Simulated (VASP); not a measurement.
# CdS (Greenockite) (P6_3mc) in VASP: a series of runs

The runs below take CdS (Greenockite) through single point, with LDA.

Everything below comes from runs of VASP 6.6.1. Logs are shortened: lines on timing, memory, paths and dates and some standing lists are left out, and cuts for length are marked.

### Step 1. The cell of the first run

Symmetry: P6_3mc, No. 186, hexagonal system. The conventional cell has a = 4.033 Å, b = 4.033 Å, c = 6.678 Å, α = 90.00°, β = 90.00°, γ = 120.00°. Cd (site symmetry 3m) has 4 S at 2.47 to 2.51 Å within 3.3 Å. S (site symmetry 3m) has 4 Cd at 2.47 to 2.51 Å within 3.3 Å.

### Step 2. Single point, LDA (in-plane strain -0.01)

INCAR

```
PREC = Accurate ; ENCUT = 520
EDIFF = 1E-7 ; ISMEAR = 0
SIGMA = 0.01 ; LREAL = False
LASPH = True ; NELM = 100
ALGO = Normal ; ISIF = 2
LWAVE = False ; LCHARG = False
NBANDS = 26
```

KPOINTS

```
Automatic mesh
0
Gamma
  6 6 4
```

POSCAR

```
CdS
1.0
    4.0327736114      0.0000000000      0.0000000000
   -2.0163868057      3.4924843952      0.0000000000
    0.0000000000      0.0000000000      6.6782707794
Cd S
2 2
Direct
    0.3333333333      0.6666666667     -0.0005275156
    0.6666666667      0.3333333333      0.4994724844
    0.3333333333      0.6666666667      0.3755275156
    0.6666666667      0.3333333333      0.8755275156
```

Potentials or basis: VASP PAW LDA potentials, release 64 (Cd, S).

The run is started by

```
$ cat potpaw_LDA.64/Cd/POTCAR potpaw_LDA.64/S/POTCAR > POTCAR
$ mpirun -np 1 vasp_std > vasp.out
```

OUTCAR:

```text
PREC = Accurate
   ENCUT = 520
   EDIFF = 1E-7
   ISMEAR = 0
   LREAL = False
   LASPH = True
   NELM = 100
   ISIF = 2

 ion  position               nearest neighbor table
   1  0.333  0.667  0.999-   4 2.47   4 2.47   4 2.47   3 2.51
   2  0.667  0.333  0.499-   3 2.47   3 2.47   3 2.47   4 2.51
   3  0.333  0.667  0.376-   2 2.47   2 2.47   2 2.47   1 2.51
   4  0.667  0.333  0.876-   1 2.47   1 2.47   1 2.47   2 2.51

  LATTYP: Found a hexagonal cell.
 ALAT       =     4.0327736114
 C/A-ratio  =     1.6559994244

  Lattice vectors:

 A1 = (   4.0327736114,   0.0000000000,   0.0000000000)
 A2 = (  -2.0163868057,   3.4924843952,   0.0000000000)
 A3 = (   0.0000000000,   0.0000000000,   6.6782707794)

Analysis of symmetry for initial positions (statically):
=====================================================================
 Subroutine PRICEL returns:
 Original cell was already a primitive cell.

 Routine SETGRP: Setting up the symmetry group for a
 hexagonal supercell.

 Subroutine GETGRP returns: Found 12 space group operations
 (whereof  6 operations were pure point group operations)
 out of a pool of 24 trial point group operations.

The static configuration has the point symmetry C_3v.
 The point group associated with its full space group is C_6v.

Analysis of symmetry for dynamics (positions and initial velocities):
=====================================================================
 Subroutine PRICEL returns:
 Original cell was already a primitive cell.

 Routine SETGRP: Setting up the symmetry group for a
 hexagonal supercell.

 Subroutine GETGRP returns: Found 12 space group operations
 (whereof  6 operations were pure point group operations)
 out of a pool of 24 trial point group operations.

The dynamic configuration has the point symmetry C_3v.
 The point group associated with its full space group is C_6v.

 Subroutine INISYM returns: Found 12 space group operations
 (whereof  6 operations are pure point group operations),
 and found     1 'primitive' translations

----------------------------------------------------------------------------------------

                                     Primitive cell

  volume of cell :      94.0594

  direct lattice vectors                    reciprocal lattice vectors
     4.032773611  0.000000000  0.000000000     0.247968296  0.143164562  0.000000000
    -2.016386806  3.492484395  0.000000000     0.000000000  0.286329125  0.000000000
     0.000000000  0.000000000  6.678270779     0.000000000  0.000000000  0.149739361

  length of vectors
     4.032773611  4.032773611  6.678270779     0.286329125  0.286329125  0.149739361

  position of ions in fractional coordinates (direct lattice)
     0.333333333  0.666666667  0.999472484
     0.666666667  0.333333333  0.499472484
     0.333333333  0.666666667  0.375527516
     0.666666667  0.333333333  0.875527516

  ion indices of the primitive-cell ions
   primitive index   ion index
                 1           1
                 2           2
                 3           3
                 4           4

----------------------------------------------------------------------------------------

 KPOINTS: Automatic mesh

Automatic generation of k-mesh.
 Grid dimensions read from file:
 generate k-points for:    6    6    4

 Generating k-lattice:

  Cartesian coordinates                     Fractional coordinates (reciprocal lattice)
     0.041328049  0.023860760  0.000000000     0.166666667  0.000000000  0.000000000
     0.000000000  0.047721521  0.000000000     0.000000000  0.166666667  0.000000000
     0.000000000  0.000000000  0.037434840     0.000000000  0.000000000  0.250000000

  Length of vectors
     0.047721521  0.047721521  0.037434840

  Shift w.r.t. Gamma in fractional coordinates (k-lattice)
     0.000000000  0.000000000  0.000000000

 Subroutine IBZKPT returns following result:
 ===========================================

 Found     21 irreducible k-points:

 Following reciprocal coordinates:
            Coordinates               Weight
  0.000000  0.000000  0.000000      1.000000
  0.166667  0.000000  0.000000      6.000000
  0.333333  0.000000  0.000000      6.000000
  0.500000  0.000000  0.000000      3.000000
  0.166667  0.166667  0.000000      6.000000
  0.333333  0.166667  0.000000     12.000000
[... 13 lines left out ...]
  0.333333  0.166667  0.500000     12.000000
  0.333333  0.333333  0.500000      2.000000
   k-points           NKPTS =     21   k-points in BZ     NKDIM =     21   number of bands    NBANDS=     26
   number of dos      NEDOS =    301   number of ions     NIONS =      4
   total plane-waves  NPLWV =  45000
   dimension x,y,z NGX =    30 NGY =   30 NGZ =   50
   dimension x,y,z NGXF=    60 NGYF=   60 NGZF=  100
   ions per type =               2   2
   NGX,Y,Z   is equivalent  to a cutoff of  12.37, 12.37, 12.45 a.u.
   NGXF,Y,Z  is equivalent  to a cutoff of  24.73, 24.73, 24.89 a.u.
 SYSTEM =  unknown system
   PREC   = accura    normal or accurate (medium, high low for compatibility)
   ISTART =      0    job   : 0-new  1-cont  2-samecut
   ICHARG =      2    charge: 1-file 2-atom 10-const
   ISPIN  =      1    spin polarized calculation?
   LNONCOLLINEAR =      F non collinear calculations
   LSORBIT =      F    spin-orbit coupling
   LASPH  =      T    aspherical Exc in radial PAW
   ENCUT  =  520.0 eV  38.22 Ry    6.18 a.u.   7.50  7.50 12.42*2*pi/ulx,y,z
   NELM   =    100;   NELMIN=  2; NELMDL= -5     # of ELM steps
   EDIFF  = 0.1E-06   stopping-criterion for ELM
   LREAL  =      F    real-space projection
   EDIFFG = 0.1E-05   stopping-criterion for IOM
   NSW    =      0    number of steps for IOM
   IBRION =     -1    ionic relax: 0-MD 1-quasi-New 2-CG
   NFREE  =      0    steps in history (QN), initial steepest desc. (CG)
   ISIF   =      2    stress and relaxation
   ISYM   =      2    0-nonsym 1-usesym 2-fastsym
   POTIM  = 0.5000    time-step for ionic-motion
   TEBEG  =    0.0;   TEEND  =   0.0 temperature during run
   PSTRESS=    0.0 pullay stress
   NELECT =      36.0000    total number of electrons
   NUPDOWN=      -1.0000    fix difference up-down
   EMIN   =  10.00;   EMAX   =-10.00  energy-range for DOS
   EFERMI =   0.00;   METHOD = LEGACY
   ISMEAR =     0;   SIGMA  =   0.01  broadening in eV -4-tet -1-fermi 0-gaus
   EFERMI_NEDOS =   21; number of points for ismear=-14 and -15
   IALGO  =     38    algorithm
   IMIX   =      4    mixing-type and parameters
     AMIX     =   0.40;   BMIX     =  1.00
     AMIX_MAG =   1.60;   BMIX_MAG =  1.00
  volume/ion in A,a.u.               =      23.51       158.69
  Fermi-wavevector in a.u.,A,eV,Ry     =   1.188616  2.246158 19.222418  1.412808
  Thomas-Fermi vector in A             =   2.324742
   LORBIT       =      0    0 simple, 1 ext, 2 COOP (PROOUT), +10 PAW based schemes
   GGA     = CA    functional components
   LHFCALC =     F    Hartree Fock is set to
   AEXX    =    0.0000 exact exchange contribution
   IVDW    =     0    specifies the selected vdW correction
   LEPSILON=     F    determine dielectric tensor
   LRPA    =     F    only Hartree local field effects (RPA)
 non-spin polarized calculation
 Gauss-broadening in eV      SIGMA  =   0.01
  energy-cutoff  :      520.00
  volume of cell :       94.06
 maximum number of plane-waves:      2557
 NGX is ok and might be reduce to    30
   NGX = 15   NGY = 15   NGZ = 25

 number of electron      36.0000017 magnetization

 Free energy of the ion-electron system (eV)
  ---------------------------------------------------
  ext. energy  EPLUGINS =         0.00000000
  ---------------------------------------------------
  free energy    TOTEN  =       -14.79897941 eV

  energy without entropy =      -14.79897941  energy(sigma->0) =      -14.79897941

 E-fermi :   1.7422     XC(G=0):  -9.8258

 val. band max:        1.6325968824   @ k =   0.0000   0.0000   0.0000
 cond. band min:       2.6930814938   @ k =   0.0000   0.0000   0.0000
 fundamental gap:      1.0604846114
 Fermi energy:         1.7422197140

 k-point     1 :       0.0000    0.0000    0.0000
  band No.  band energies     occupation
      1     -11.0971      2.00000
      2     -10.6107      2.00000
      3      -6.3677      2.00000
      4      -6.3677      2.00000
      5      -6.3568      2.00000
      6      -6.2769      2.00000
[... 18 lines left out ...]
     25       9.1130      0.00000
     26       9.1411      0.00000

 k-point     2 :       0.1667    0.0000    0.0000
  band No.  band energies     occupation
      1     -10.9843      2.00000
      2     -10.5594      2.00000
      3      -6.3253      2.00000
      4      -6.3215      2.00000
      5      -6.2905      2.00000
      6      -6.2193      2.00000
[... 18 lines left out ...]
     25       8.9968      0.00000
     26       9.7376      0.00000

 k-point     3 :       0.3333    0.0000    0.0000
  band No.  band energies     occupation
      1     -10.7411      2.00000
      2     -10.4719      2.00000
      3      -6.2641      2.00000
      4      -6.2506      2.00000
      5      -6.1153      2.00000
      6      -6.0804      2.00000
[... 18 lines left out ...]
     25       9.7392      0.00000
     26      10.4471      0.00000

 k-point     4 :       0.5000    0.0000    0.0000
  band No.  band energies     occupation
      1     -10.5993      2.00000
      2     -10.4482      2.00000
      3      -6.2502      2.00000
      4      -6.2291      2.00000
      5      -6.0181      2.00000
      6      -6.0125      2.00000
[... 18 lines left out ...]
     25       9.7140      0.00000
     26      11.8662      0.00000

 k-point     5 :       0.1667    0.1667    0.0000
  band No.  band energies     occupation
      1     -10.8053      2.00000
      2     -10.4911      2.00000
      3      -6.2814      2.00000
      4      -6.2530      2.00000
      5      -6.1496      2.00000
      6      -6.1407      2.00000
[... 18 lines left out ...]
     25       9.6556      0.00000
     26      10.0456      0.00000

 k-point     6 :       0.3333    0.1667    0.0000
  band No.  band energies     occupation
      1     -10.6010      2.00000
      2     -10.4493      2.00000
      3      -6.2722      2.00000
      4      -6.1860      2.00000
      5      -6.0359      2.00000
      6      -6.0246      2.00000
[... 340 lines left out ...]
 k-point    18 :       0.5000    0.0000    0.5000
  band No.  band energies     occupation
      1     -10.5122      2.00000
      2     -10.5122      2.00000
      3      -6.2164      2.00000
      4      -6.2164      2.00000
      5      -6.1197      2.00000
      6      -6.1197      2.00000
[... 18 lines left out ...]
     25       9.9779      0.00000
     26       9.9779      0.00000

 k-point    19 :       0.1667    0.1667    0.5000
  band No.  band energies     occupation
      1     -10.6390      2.00000
      2     -10.6390      2.00000
      3      -6.2171      2.00000
      4      -6.2171      2.00000
      5      -6.1882      2.00000
      6      -6.1882      2.00000
[... 18 lines left out ...]
     25       9.5249      0.00000
     26       9.5249      0.00000

 k-point    20 :       0.3333    0.1667    0.5000
  band No.  band energies     occupation
      1     -10.5134      2.00000
      2     -10.5134      2.00000
      3      -6.1815      2.00000
      4      -6.1815      2.00000
      5      -6.1304      2.00000
      6      -6.1304      2.00000
[... 18 lines left out ...]
     25      10.0305      0.00000
     26      10.0305      0.00000

 k-point    21 :       0.3333    0.3333    0.5000
  band No.  band energies     occupation
      1     -10.4734      2.00000
      2     -10.4734      2.00000
      3      -6.1375      2.00000
      4      -6.1375      2.00000
      5      -6.1334      2.00000
      6      -6.1334      2.00000
[... 18 lines left out ...]
     25      10.7968      0.00000
     26      10.7968      0.00000

------------------------ aborting loop because EDIFF is reached ----------------------------------------

  FORCE on cell =-STRESS in cart. coord.  units (eV):
  Direction    XX          YY          ZZ          XY          YZ          ZX
  --------------------------------------------------------------------------------------
  -------------------------------------------------------------------------------------
  Total        1.3505615      1.3505615      0.1445496      0.0000000      0.0000000      0.0000000
  in kB       23.0050192     23.0050192      2.4622107      0.0000000      0.0000000      0.0000000
  external PRESSURE =      16.1574164 kB  Pullay stress =       0.0000000 kB

 VOLUME and BASIS-vectors are now :
 -----------------------------------------------------------------------------
  energy-cutoff  :      520.00
  volume of cell :       94.06
      direct lattice vectors                 reciprocal lattice vectors
     4.032773611  0.000000000  0.000000000     0.247968296  0.143164562  0.000000000
    -2.016386806  3.492484395  0.000000000     0.000000000  0.286329125  0.000000000
     0.000000000  0.000000000  6.678270779     0.000000000  0.000000000  0.149739361

 POSITION                                       TOTAL-FORCE (eV/Angst)
 -----------------------------------------------------------------------------------
     -0.00000      2.32832      6.67475         0.000000      0.000000      0.149292
      2.01639      1.16416      3.33561        -0.000000      0.000000      0.149292
     -0.00000      2.32832      2.50787         0.000000      0.000000     -0.149292
      2.01639      1.16416      5.84701         0.000000      0.000000     -0.149292
 -----------------------------------------------------------------------------------
    total drift:                               -0.000000      0.000000      0.001297

  FREE ENERGIE OF THE ION-ELECTRON SYSTEM (eV)
  ---------------------------------------------------
  free  energy   TOTEN  =       -14.7989794128 eV

  energy  without entropy=      -14.7989794128  energy(sigma->0) =      -14.79897941
```

Wall time 63 s (1 thread of Intel Xeon Platinum 8259CL at 2.50GHz (Skylake/Cascade Lake), shared host); peak memory 0.19 GiB.

Results:

```yaml
Free_energy: -14.7990 eV
Pressure: 1.6 GPa
Largest_force: 0.149 eV/Å
Band_gap_on_the_k_mesh: 1.06 eV, direct
```

Forces on the atoms (eV/Å):
```
Cd   0.000  0.000  0.149
Cd   0.000  0.000  0.149
S    0.000  0.000 -0.149
S    0.000  0.000 -0.149
```

Stress tensor (GPa, compression positive):
```
2.30 0.00 0.00
0.00 2.30 0.00
0.00 0.00 0.25
```

Levels at points of the mesh, in eV from the valence-band top:
```
           k point  band 15  band 16  band 17  band 18  band 19  band 20  band 21  band 22
(0.00, 0.00, 0.00)    -0.82    -0.11     0.00     0.00     1.06     2.72     6.33     6.33
(0.50, 0.00, 0.00)    -2.99    -2.10    -1.52    -0.89     3.60     3.71     4.79     6.30
(0.00, 0.00, 0.50)    -0.43    -0.43    -0.43    -0.43     2.76     2.76     5.95     5.95
(0.50, 0.00, 0.50)    -1.57    -1.57    -1.53    -1.53     3.22     3.22     5.18     5.18
```

Caveat: the cell differs from its parent crystal (in-plane strain -0.01).

### Step 3. Single point, LDA (in-plane strain -0.01, then relaxed in part)

INCAR

```
SYSTEM = CdS
  PREC = Accurate
  ENCUT = 520
  EDIFF = 1E-6
  ISMEAR = 0
  SIGMA = 0.01
  LREAL = .FALSE.
  LASPH = .TRUE.
  NELM = 80
  ALGO = Normal
  ISIF = 2
  LWAVE = .FALSE.
  LCHARG = .TRUE.
  LELF = .TRUE.
  LVHAR = .TRUE.
  NBANDS = 26
```

KPOINTS

```
regular mesh
0
G
  6 6 4
  0 0 0
```

POSCAR

```
CdS
1.0
    4.0327736114      0.0000000000      0.0000000000
   -2.0163868057      3.4924843952      0.0000000000
    0.0000000000      0.0000000000      6.7024277599
Cd S
2 2
Direct
    0.3333333333      0.6666666667      0.0018275799
    0.6666666667      0.3333333333      0.5018275799
    0.3333333333      0.6666666667      0.3731724201
    0.6666666667      0.3333333333      0.8731724201
```

Potentials or basis: VASP PAW LDA potentials, release 64 (Cd, S).

The run is started by

```
$ cat potpaw_LDA.64/Cd/POTCAR potpaw_LDA.64/S/POTCAR > POTCAR
$ mpirun -np 1 vasp_std > vasp.out
```

It took 68 s on 1 thread of Intel Xeon Platinum 8259CL at 2.50GHz (Skylake/Cascade Lake), shared host; peak memory 0.19 GiB.

Results (log left out):

```yaml
Free_energy: -14.8049 eV
Pressure: 1.3 GPa
Largest_force: 0.004 eV/Å
Band_gap_on_the_k_mesh: 1.03 eV, direct
```

Forces on the atoms (eV/Å):
```
Cd   0.000  0.000  0.004
Cd   0.000  0.000  0.004
S    0.000  0.000 -0.004
S    0.000  0.000 -0.004
```

Stress tensor (GPa, compression positive):
```
1.61 0.00 0.00
0.00 1.61 0.00
0.00 0.00 0.55
```

Levels at points of the mesh, in eV from the valence-band top:
```csv
k point,band 14,band 15,band 16,band 17,band 18,band 19,band 20,band 21,band 22,band 23
"(0.00, 0.00, 0.00)",-0.83,-0.83,-0.13,0.00,0.00,1.03,2.77,6.35,6.35,6.36
"(0.50, 0.00, 0.00)",-3.87,-3.02,-2.08,-1.56,-0.84,3.58,3.73,4.75,6.25,6.79
"(0.00, 0.00, 0.50)",-2.79,-0.43,-0.43,-0.43,-0.43,2.77,2.77,5.96,5.96,6.73
"(0.50, 0.00, 0.50)",-4.54,-1.60,-1.60,-1.50,-1.50,3.19,3.19,5.21,5.21,7.78
```

Caveat: the cell differs from its parent crystal (in-plane strain -0.01, then relaxed in part).
